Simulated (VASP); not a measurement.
Input of a VASP 6.6.1 run:

The input INCAR:

```
PREC     = Accurate       # precision mode
ENCUT    = 750            # plane-wave cutoff, eV
EDIFF    = 1E-6           # SCF threshold, eV
ISMEAR   = 0              # smearing method
SIGMA    = 0.05           # smearing width, eV
LREAL    = False          # projectors in reciprocal space
LASPH    = True           # aspherical terms in the spheres
NELM     = 120            # most SCF steps
ALGO     = Normal         # electronic algorithm
ISIF     = 2              # what is computed and relaxed
LWAVE    = False          # write WAVECAR
LCHARG   = False          # write CHGCAR
NBANDS   = 15             # bands
GGA_COMPAT= False
```

KPOINTS

```
regular mesh
0
Gamma
  9 9 8
```

File POSCAR:

```
MgO
1.0
    2.8939505899      0.0000000000      0.0000000000
   -1.4469752949      2.5062347281      0.0000000000
    0.0000000000      0.0000000000      2.7198752000
Mg O
1 1
Direct
    0.0000000000      0.0000000000      0.0000000000
    0.3333333333      0.6666666667      0.5000000000
```

Potentials or basis: VASP PAW LDA potentials, release 64 (Mg_sv, O).

Run with:

```sh
$ cat potpaw_LDA.64/Mg_sv/POTCAR potpaw_LDA.64/O/POTCAR > POTCAR
$ mpirun -np 1 vasp_std > vasp.out
```

Question: Predict the band gap on the k mesh.

Answer: 2.99 eV (least direct gap 3.45 eV).

Question: Predict the pressure.

Answer: -8.2 GPa.

Stress tensor (GPa, compression positive):
```
 -2.70   0.00   0.00
  0.00  -2.70   0.00
  0.00   0.00 -19.29
```

Caveat: the cell differs from its parent crystal (strain -0.015 along x and y, +0.015 along z); the cell stands under tension; an odd mesh through Γ misses points on the zone boundary, where band edges can lie.
